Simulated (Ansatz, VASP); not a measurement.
## One calculation of Si2Ni, two programs

```
CELL_PARAMETERS angstrom
0.00000 2.74585 2.74585
2.74585 0.00000 2.74585
2.74585 2.74585 0.00000
ATOMIC_POSITIONS crystal
Si 0.25000 0.25000 0.25000
Si 0.75000 0.75000 0.75000
Ni 0.00000 0.00000 0.00000
```

Alike in both runs: task single point; functional r2SCAN; k mesh 14 × 14 × 14; occupations gaussian, width 0.1 eV; no spin polarisation.

```csv
,VASP,Ansatz
version,VASP 6.6.1,Ansatz 0.2.0
potentials or method,"VASP PAW PBE potentials, release 64 (Si, Ni), cutoff 520 eV","scalar-relativistic, plane waves, PAW"
valence electrons in the cell,18,26
```

```csv
,VASP,Ansatz,Ansatz less VASP
gap on the k mesh at the Fermi level (eV),none,none,-
pressure (GPa),-8.2,-8.2,+0.03
```

VASP's potentials were made for PBE, not for r2SCAN. A gap of «none» marks a metal or a gap that the smearing closes. VASP's potentials hold 18 valence electrons a cell and Ansatz's 26, so a difference there can come from the potentials and not from the codes.
